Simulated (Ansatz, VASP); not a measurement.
## KCdF3 in VASP and in Ansatz

File INCAR:

```
SYSTEM = KCdF3
  PREC = Accurate
  ENCUT = 520
  EDIFF = 1E-6
  ISMEAR = 0
  SIGMA = 0.05
  LREAL = .False.
  LASPH = .True.
  NELM = 100
  ALGO = Normal
  ISIF = 2
  LWAVE = .False.
  LCHARG = .False.
  GGA = CA
  NBANDS = 29
```

The input KPOINTS:

```
Automatic mesh
0
Gamma
  6 6 6
  0 0 0
```

Contents of POSCAR:

```
KCdF3
1.0
    4.3820890200      0.0000000000      0.0000000000
    0.0000000000      4.3820890200      0.0000000000
    0.0000000000      0.0000000000      4.3820890200
K Cd F
1 1 3
Direct
    0.0000000000      0.0000000000      0.0000000000
    0.5000000000      0.5000000000      0.5000000000
   -0.0114100831      0.5000000000      0.5000000000
    0.4885899169      0.0000000000      0.5000000000
    0.4885899169      0.5000000000      0.0000000000
```

Input for Ansatz:

```yaml
crystal:
  lattice:
    - [4.38208902, 0.0, 0.0]
    - [0.0, 4.38208902, 0.0]
    - [0.0, 0.0, 4.38208902]
  atoms:
    - { symbol: K, position: [0.0, 0.0, 0.0] }
    - { symbol: Cd, position: [0.5, 0.5, 0.5] }
    - { symbol: F, position: [-0.0114100831, 0.5, 0.5] }
    - { symbol: F, position: [0.4885899169, 0.0, 0.5] }
    - { symbol: F, position: [0.4885899169, 0.5, 0.0] }
basis:
  ecutwfc: 420
kpoints:
  mp_grid: { grid: [6, 6, 6] }
hamiltonian:
  xc: lda
scf:
  occupations: { method: gaussian, width: 0.05 }
output:
  forces: true
  stress: true
  eigenvalues: true
```

Change from the starting cell: all F atoms moved +0.050 Å, as atom 3 towards its neighbour atom 2 (Cd) at 2.191 Å.

Alike in both runs: task single point; functional LDA; k mesh 6 × 6 × 6; occupations gaussian, width 0.05 eV; no spin polarisation.

|  | VASP | Ansatz |
| --- | --- | --- |
| version | VASP 6.6.1 | Ansatz 0.2.0 |
| potentials or method | VASP PAW LDA potentials, release 64 (K_sv, Cd, F), cutoff 520 eV | scalar-relativistic, plane waves, PAW |
| valence electrons in the cell | 42 | 50 |

VASP gave:

| Property | Result |
| --- | --- |
| gap on the k mesh at the Fermi level (eV) | 2.80 |
| least direct gap on the mesh (eV) | 4.57 |
| pressure (GPa) | -2.8 |
| traceless stress, the component that is largest in VASP (GPa) | 0.22 |
| rms of the force components (eV/Å) | 0.176 |

**Question.** Which values does Ansatz return?

**Answer.** gap on the k mesh at the Fermi level (eV): 2.81; least direct gap on the mesh (eV): 4.60; pressure (GPa): -3.4; traceless stress, the component that is largest in VASP (GPa): 0.20; rms of the force components (eV/Å): 0.158.

LDA's correlation is that of Perdew and Zunger in VASP and of Perdew and Wang (1992) in Ansatz. Atom by atom the forces differ by 0.018 eV/Å (rms over components). VASP's potentials hold 42 valence electrons a cell and Ansatz's 50, so a difference there can come from the potentials and not from the codes.
